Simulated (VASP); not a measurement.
A run of VASP 6.6.1:

INCAR

```
PREC = Accurate ; ENCUT = 600
EDIFF = 1E-6 ; ISMEAR = 0
SIGMA = 0.02 ; LREAL = F
LASPH = T ; NELM = 60
ALGO = Normal ; ISIF = 3
LWAVE = F ; LCHARG = F
GGA = PE ; IBRION = 2
NSW = 100 ; EDIFFG = -0.01
```

File KPOINTS:

```
Automatic mesh
0
Gamma
  14 14 14
```

The input POSCAR:

```
C
1.0
    0.0000000000      2.1350558556      4.0204127139
    1.2340343259      0.0000000000      4.0204127139
    1.2340343259      2.1350558556      0.0000000000
C
2
Direct
    0.1666549505      0.8333450495      0.1666549505
    0.8333450495      0.1666549505      0.8333450495
```

Potentials or basis: VASP PAW PBE potentials, release 64 (C).

The run is started by

```sh
$ cat potpaw_PBE.64/C/POTCAR > POTCAR
$ mpirun -np 1 vasp_std > vasp.out
```

Hardware: 1 thread of Intel(R) Xeon(R) Platinum 8259CL CPU @ 2.50GHz (Skylake/Cascade Lake), with other jobs on the host.

Q: How long does it take, and how much memory?

A: Wall time 2.6 min on 1 thread of Intel(R) Xeon(R) Platinum 8259CL CPU @ 2.50GHz (Skylake/Cascade Lake), with other jobs on the host, peak memory 0.21 GiB. Counts: scf iterations 26, k points 428, ion steps 5.
